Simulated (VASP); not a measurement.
Wanted: the native input for a VASP 6.6.1 run.

| Quantity | Value |
| --- | --- |
| Task | single point |
| Functional | PBE |
| Potentials or basis | VASP PAW PBE potentials, release 64 (Rb_sv) |
| Cutoff | 520 eV |
| k mesh | 9 × 9 × 6 |
| Occupations | gaussian, width 0.1 eV |
| Spin | no spin polarisation |
| Dipole correction | no |
| Further INCAR settings | ALGO = Fast; EDIFF = 1e-06; NBANDS = 16 |

The structure of Rb lies in POSCAR:

```
Rb
1.0
    4.9343904791      0.0000000000      0.0000000000
   -2.4671952396      4.2733075071      0.0000000000
    0.0000000000      0.0000000000      8.9466397855
Rb
2
Direct
    0.3333333300      0.6666666700      0.2500000000
    0.6666666700      0.3333333300      0.7500000000
```

This isn't the form of Rb at room conditions, which is bcc.

This cell differs from its parent crystal: strained.

These files were run (other wordings do the same):

INCAR

```
PREC = Accurate
ENCUT = 520
EDIFF = 1E-6
ISMEAR = 0
SIGMA = 0.1
LREAL = F
LASPH = T
NELM = 60
ALGO = Fast
ISIF = 2
LWAVE = F
LCHARG = T
GGA = PE
LELF = T
LVHAR = T
NBANDS = 16
```

KPOINTS

```
regular mesh
0
Gamma
  9 9 6
```

Potentials or basis: VASP PAW PBE potentials, release 64 (Rb_sv).

Launch:

```console
$ cat potpaw_PBE.64/Rb_sv/POTCAR > POTCAR
$ mpirun -np 1 vasp_std > vasp.out
```

It gave:

```
Pressure               : -0.1 GPa
Band gap on the k mesh : zero (bands 9 and 10 overlap by 2.50 eV)
```

Caveat: the cell differs from its parent crystal (strained).

Wall time 3.8 min on 1 thread of Intel Xeon 8259CL, with other jobs on the host, peak memory 0.37 GiB.
